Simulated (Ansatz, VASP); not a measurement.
## Si: VASP beside Ansatz

```
CELL_PARAMETERS angstrom
-1.65885 -1.65885 1.27634
-1.65885 1.65885 1.27634
-3.31769 0.00000 -2.55267
ATOMIC_POSITIONS crystal
Si 0.52656 0.52656 0.50844
Si 0.97344 0.97344 0.99156
```

Change from the starting cell: mode 4 (82.2 1/cm) frozen in, largest displacement +0.125 Å.

Alike in both runs: task single point; functional r2SCAN; k mesh 24 × 24 × 16; occupations gaussian, width 0.15 eV; no spin polarisation.

|  | VASP | Ansatz |
| --- | --- | --- |
| version | VASP 6.6.1 | Ansatz 0.2.0 |
| potentials or method | VASP PAW PBE potentials, release 64 (Si), cutoff 520 eV | scalar-relativistic, plane waves, PAW |
| valence electrons in the cell | 8 | 8 |

Ansatz gave:

- gap on the k mesh at the Fermi level (eV): none
- pressure (GPa): 0.9
- traceless stress, the component that is largest in VASP (GPa): 0.82
- rms of the force components (eV/Å): 0.043

Q: What did VASP give for the same quantities?

A: gap on the k mesh at the Fermi level (eV): none; pressure (GPa): 0.9; traceless stress, the component that is largest in VASP (GPa): 0.75; rms of the force components (eV/Å): 0.042.

VASP's potentials were made for PBE, not for r2SCAN. Atom by atom the forces differ by 0.002 eV/Å (rms over components). A gap of «none» marks a metal or a gap that the smearing closes.
